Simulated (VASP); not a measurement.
Input of a VASP 6.6.1 run:

The input INCAR:

```
PREC = Accurate
ENCUT = 840
EDIFF = 1E-6
ISMEAR = 0
SIGMA = 0.02
LREAL = F
LASPH = T
NELM = 120
ALGO = Normal
ISIF = 2
LWAVE = F
LCHARG = T
GGA = PS
LELF = T
LVHAR = T
NBANDS = 56
GGA_COMPAT = F
```

KPOINTS

```
regular mesh
0
Gamma
  6 6 6
```

File POSCAR:

```
MgO2
1.0
    4.8887628866      0.0000000000      0.0000000000
    0.0000000000      4.8887628866      0.0000000000
    0.0000000000      0.0000000000      4.8887628866
Mg O
4 8
Direct
    0.0000000000      0.5000000000      0.5000000000
    0.5000000000      0.5000000000      0.0000000000
    0.5000000000      0.0000000000      0.5000000000
    0.0000000000      0.0000000000      0.0000000000
    0.4121770921      0.0878229079      0.9121770921
    0.0878229079      0.9121770921      0.4121770921
    0.9121770921      0.4121770921      0.0878229079
    0.5878229079      0.5878229079      0.5878229079
    0.4121770921      0.4121770921      0.4121770921
    0.0878229079      0.5878229079      0.9121770921
    0.9121770921      0.0878229079      0.5878229079
    0.5878229079      0.9121770921      0.0878229079
```

Potentials or basis: VASP PAW PBE potentials, release 64 (Mg_sv, O).

The run is started by

```sh
$ cat potpaw_PBE.64/Mg_sv/POTCAR potpaw_PBE.64/O/POTCAR > POTCAR
$ mpirun -np 1 vasp_std > vasp.out
```

Predict the band gap on the k mesh.

3.85 eV (least direct gap 3.97 eV).

What does it give for the pressure?

-3.3 GPa.

Forces on the atoms (eV/Å):
```
Mg   0.000  0.000  0.000
Mg   0.000  0.000  0.000
Mg   0.000  0.000  0.000
Mg   0.000  0.000  0.000
O   -0.081  0.081 -0.081
O    0.081 -0.081 -0.081
O   -0.081 -0.081  0.081
O    0.081  0.081  0.081
O   -0.081 -0.081 -0.081
O    0.081  0.081 -0.081
O   -0.081  0.081  0.081
O    0.081 -0.081  0.081
```

Caveat: the cell stands under tension; the PAW data sets were made with another functional, which shifts forces and pressure a little. A k mesh can miss the band edges.
